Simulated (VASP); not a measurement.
A run of VASP 6.6.1 is set up as follows.

File INCAR:

```
SYSTEM = W
PREC = Accurate
ENCUT = 520
EDIFF = 1E-6
ISMEAR = 0
SIGMA = 0.1
LREAL = .False.
LASPH = .True.
NELM = 60
ALGO = Fast
ISIF = 2
LWAVE = .False.
LCHARG = .True.
GGA = PS
LELF = .True.
LVHAR = .True.
NBANDS = 28
```

Contents of KPOINTS:

```
Automatic mesh
0
Gamma
  6 6 4
  0 0 0
```

File POSCAR:

```
W
1.0
    4.4321043791      0.0000000000      0.0000000000
   -2.2160521896      3.8383149845      0.0000000000
    0.0000000000      0.0000000000      2.7731639939
W
3
Direct
    0.3333332655      0.0000000000      0.3333333333
    0.0000000000      0.3333332655      0.6666666667
    0.6666667345      0.6666667345      0.0000000000
```

Potentials or basis: VASP PAW PBE potentials, release 64 (W_sv).

Launch:

```sh
$ cat potpaw_PBE.64/W_sv/POTCAR > POTCAR
$ mpirun -np 1 vasp_std > vasp.out
```

Question: Estimate the band gap on the k mesh.

Answer: Zero (bands 21 and 22 overlap by 3.90 eV).

Question: Estimate the pressure.

Answer: 0.7 GPa.

Stress tensor (GPa, compression positive):
```
0.77 0.00 0.00
0.00 0.77 0.00
0.00 0.00 0.54
```

Caveat: the k points lie up to 0.57 Å⁻¹ apart, too coarse for converged energies and pressures of a metal; the PAW data sets were made with another functional, which shifts forces and pressure a little; spin-orbit coupling is left out, which moves the levels of the heavy elements.
